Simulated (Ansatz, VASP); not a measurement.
# Sb in VASP and in Ansatz

The input INCAR:

```
SYSTEM = Sb
PREC = Accurate ; ENCUT = 520
EDIFF = 1E-6 ; ISMEAR = -1
SIGMA = 0.05 ; LREAL = .False.
LASPH = .True. ; NELM = 80
ALGO = Normal ; ISIF = 2
LWAVE = .False. ; LCHARG = .False.
GGA = PS ; NBANDS = 8
```

The input KPOINTS:

```
Automatic mesh
0
Gamma
  13 13 13
  0 0 0
```

The input POSCAR:

```
Sb
1.0
    3.1600000000      0.0316000000      0.0316000000
    0.0316000000      3.1600000000      0.0316000000
    0.0316000000      0.0316000000      3.1600000000
Sb
1
Direct
    0.0000000000      0.0000000000      0.0000000000
```

Input for Ansatz:

```yaml
crystal:
  lattice:
    - [3.16, 0.0316, 0.0316]
    - [0.0316, 3.16, 0.0316]
    - [0.0316, 0.0316, 3.16]
  atoms:
    - { symbol: Sb, position: [0.0, 0.0, 0.0] }
kpoints:
  mp_grid: { grid: [13, 13, 13] }
  band_path:
    path:
      - [0.0, 0.0, 0.0]
      - [0.5, 0.5, 0.5]
      - [0.5193194925, 0.4806805075, 0.5]
      - [0.5, -0.4806805075, 0.4806805075]
      - [0.5, 0.0, 0.0]
      - [0.0, 0.0, 0.0]
      - [0.4903402537, -0.4903402537, 0.0]
      - [0.5096597463, 0.0, 0.4903402537]
      - [0.5, 0.0, 0.5]
    npoints: 5
scf:
  occupations: { method: fermi_dirac, width: 0.05 }
hamiltonian:
  xc: pbesol
  pseudopotentials: { kind: all_electron, lapw: { basis_error: 0.001 } }
output:
  forces: true
  stress: true
  eigenvalues: true
```

Change from the starting cell: equal xy, yz and zx shear strains of +2 %.

Alike in both runs: task single point; functional PBEsol; k mesh 13 × 13 × 13; occupations fermi-dirac, width 0.05 eV; no spin polarisation.

|  | VASP | Ansatz |
| --- | --- | --- |
| version | VASP 6.6.1 | Ansatz 0.2.0 |
| potentials or method | VASP PAW PBE potentials, release 64 (Sb), cutoff 520 eV | all-electron LAPW, scalar-relativistic |

|  | VASP | Ansatz | Ansatz less VASP |
| --- | --- | --- | --- |
| pressure (GPa) | -4.9 | -4.9 | -0.02 |
| traceless stress, the component that is largest in VASP (GPa) | -0.34 | -0.34 | -0.001 |

VASP's potentials were made for PBE, not for PBEsol. Ansatz ran all-electron here, and VASP with PAW potentials.

Spin-orbit coupling is off throughout.
